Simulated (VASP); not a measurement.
Wanted: the native input for a VASP 6.6.1 run.

| Quantity | Value |
| --- | --- |
| Task | single point |
| Functional | PBE |
| Potentials or basis | VASP PAW PBE potentials, release 64 (Na_pv, Ba_sv, F) |
| Cutoff | 520 eV |
| k mesh | 6 × 6 × 2 |
| Occupations | gaussian, width 0.1 eV |
| Spin | no spin polarisation |
| Dipole correction | no |
| Further INCAR settings | ALGO = Normal; EDIFF = 1e-06; NBANDS = 33 |

The structure of BaNaF lies in POSCAR:

```
BaNaF
1.0
    4.4942188500      0.0000000000      0.0000000000
   -2.2471094300      3.8921077000      0.0000000000
    0.0000000000      0.0000000000      7.8920720600
Na Ba F
2 2 2
Direct
    0.3333333300      0.6666666700      0.7500000000
    0.6666666700      0.3333333300      0.2500000000
    0.0000000000      0.0000000000      0.5000000000
    0.0000000000      0.0000000000      0.0000000000
    0.3333333300      0.6666666700      0.2500000000
    0.6666666700      0.3333333300      0.7500000000
```

The cell was built from a structure type or drawn by symmetry, and may not be a known phase.

These files were run (other wordings do the same):

INCAR

```
SYSTEM = BaNaF
PREC     = Accurate       ! precision mode
ENCUT    = 520            ! plane-wave cutoff, eV
EDIFF    = 1E-6           ! SCF threshold, eV
ISMEAR   = 0              ! smearing method
SIGMA    = 0.1            ! smearing width, eV
LREAL    = .FALSE.        ! projectors in reciprocal space
LASPH    = .TRUE.         ! aspherical terms in the spheres
NELM     = 80             ! most SCF steps
ALGO     = Normal         ! electronic algorithm
ISIF     = 2              ! what is computed and relaxed
LWAVE    = .FALSE.        ! write WAVECAR
LCHARG   = .FALSE.        ! write CHGCAR
GGA      = PE             ! functional
NBANDS   = 33             ! bands
```

KPOINTS

```
Automatic mesh
0
G
  6 6 2
  0 0 0
```

Potentials or basis: VASP PAW PBE potentials, release 64 (Na_pv, Ba_sv, F).

The run is started by

```console
$ cat potpaw_PBE.64/Na_pv/POTCAR potpaw_PBE.64/Ba_sv/POTCAR potpaw_PBE.64/F/POTCAR > POTCAR
$ mpirun -np 1 vasp_std > vasp.out
```

It gave:

The pressure is 5.2 GPa and the band gap on the k mesh is zero (bands 24 and 25 overlap by 0.53 eV).

Caveat: the k points lie up to 0.40 Å⁻¹ apart, too coarse for converged energies and pressures of a metal; spin-orbit coupling is left out, which moves the levels of the heavy elements.

Run time: 46 s on 1 thread of Intel(R) Xeon(R) 6975P-C (Granite Rapids), with other jobs on the host, peak memory 0.29 GiB.
